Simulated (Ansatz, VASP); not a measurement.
Li6AlB3 in VASP and in Ansatz

```
Li Al B
1.0
     5.57133    0.00000    0.00000
     0.00000    5.57133    0.00000
     0.00000    0.00000    5.57133
Li Al B
6 1 3
Direct
  0.66411 0.50000 0.00000
  0.33589 0.50000 0.00000
  0.00000 0.66411 0.50000
  0.00000 0.33589 0.50000
  0.50000 0.00000 0.66411
  0.50000 0.00000 0.33589
  0.00000 0.00000 0.00000
  0.50000 0.00000 0.00000
  0.00000 0.50000 0.00000
  0.00000 0.00000 0.50000
```

Alike in both runs: functional PBE; k mesh 8 × 8 × 8; occupations gaussian, width 0.1 eV; no spin polarisation.

Ansatz relaxed the structure, and its values are those at the end. VASP's run is a single point on that final structure, the one shown.

```csv
,VASP,Ansatz
version,VASP 6.6.1,Ansatz 0.2.0
potentials or method,"VASP PAW PBE potentials, release 64 (Li_sv, Al, B), cutoff 520 eV","scalar-relativistic, plane waves, PAW"
valence electrons in the cell,30,30
```

|  | VASP | Ansatz | Ansatz less VASP |
| --- | --- | --- | --- |
| gap on the k mesh at the Fermi level (eV) | none | none | - |
| rms of the force components (eV/Å) | 0.024 | 0.004 | -0.0200 |

A gap of «none» marks a metal or a gap that the smearing closes. With one functional, cell and mesh, what is left measures potentials, basis and numerics.

Noted on VASP's run: the cutoff is short for stress, so the pressure is rough.
